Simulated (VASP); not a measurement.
**BiTe: single point with PBEsol**

BiTe:

```
CELL_PARAMETERS angstrom
0.00000 3.13795 3.33205
3.13795 0.00000 3.33205
3.13795 3.13795 0.00000
ATOMIC_POSITIONS crystal
Bi 0.00000 0.00000 0.00000
Te 0.50000 0.50000 0.50000
```

This cell differs from its parent crystal: strain -0.030 along x and y, +0.030 along z.

```json
{"Program": "VASP 6.6.1", "Task": "single point", "Functional": "PBEsol", "Potentials or basis": "VASP PAW PBE potentials, release 64 (Bi_d, Te)", "Cutoff": "520 eV", "k mesh": "14 × 14 × 14", "Occupations": "gaussian, width 0.15 eV", "Spin": "no spin polarisation"}
```

* Pressure: 0.2 GPa
* Band gap on the k mesh: zero (an odd number of electrons rules out a gap without spin polarisation)

Stress tensor (GPa, compression positive):
```
 1.93  0.00  0.00
 0.00  1.93  0.00
 0.00  0.00 -3.32
```

Levels at points of the mesh, in eV from the Fermi level:
| k point | band 6 | band 7 | band 8 | band 9 | band 10 | band 11 | band 12 | band 13 | band 14 | band 15 |
| --- | --- | --- | --- | --- | --- | --- | --- | --- | --- | --- |
| (0.00, 0.00, 0.00) | -13.78 | -7.99 | -2.87 | -2.87 | -2.08 | 1.34 | 2.70 | 2.70 | 4.30 | 4.77 |
| (0.50, 0.00, 0.00) | -11.72 | -11.39 | -2.07 | -1.90 | -1.50 | -0.99 | -0.60 | -0.60 | 7.31 | 7.79 |
| (0.50, 0.50, 0.00) | -12.31 | -9.51 | -5.74 | -4.10 | -4.10 | 2.15 | 3.91 | 3.91 | 4.64 | 8.83 |
| (0.50, 0.00, 0.50) | -11.69 | -10.17 | -5.97 | -4.58 | -3.80 | 2.05 | 2.99 | 4.43 | 5.53 | 8.38 |

Wall time 2.9 min on 1 thread of Intel(R) Xeon(R) Platinum 8259CL CPU @ 2.50GHz (Skylake/Cascade Lake), on a shared host, peak memory 0.42 GiB.

Caveat: the cell differs from its parent crystal (strain -0.030 along x and y, +0.030 along z); the PAW data sets were made with another functional, which shifts forces and pressure a little; spin-orbit coupling is left out, which moves the levels of the heavy elements.
